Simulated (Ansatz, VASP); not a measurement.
Two plane-wave programs on Li3TaO4

```
Li Ta O
1.0
    -2.04409    2.04409    4.26082
     2.04409   -2.04409    4.26082
     2.04409    2.04409   -4.26082
Li Ta O
3 1 4
Direct
  0.50000 0.50000 0.00000
  0.25000 0.75000 0.50000
  0.75000 0.25000 0.50000
  0.00000 0.00000 0.00000
  0.00000 0.50000 0.50000
  0.77502 0.77502 0.00000
  0.50000 0.00000 0.50000
  0.22498 0.22498 0.00000
```

Alike in both runs: functional r2SCAN; k mesh 10 × 10 × 10; occupations gaussian, width 0.02 eV; no spin polarisation.

Ansatz relaxed the structure, and its values are those at the end. VASP's run is a single point on that final structure, the one shown.

|  | VASP | Ansatz |
| --- | --- | --- |
| version | VASP 6.6.1 | Ansatz 0.2.0 |
| potentials or method | VASP PAW PBE potentials, release 64 (Li_sv, Ta_pv, O), cutoff 520 eV | scalar-relativistic, plane waves, PAW |
| valence electrons in the cell | 44 | 46 |

Ansatz gave:

| Item | Value |
| --- | --- |
| gap on the k mesh at the Fermi level (eV) | 2.09 |
| least direct gap on the mesh (eV) | 2.17 |
| rms of the force components (eV/Å) | 0.000 |

Problem. Estimate VASP's values.

Solution. gap on the k mesh at the Fermi level (eV): 2.06; least direct gap on the mesh (eV): 2.14; rms of the force components (eV/Å): 0.053.

VASP's potentials were made for PBE, not for r2SCAN. VASP's potentials hold 44 valence electrons a cell and Ansatz's 46, so a difference there can come from the potentials and not from the codes.

Spin-orbit coupling is off throughout. Noted on VASP's run: the cutoff is short for stress, so the pressure is rough.
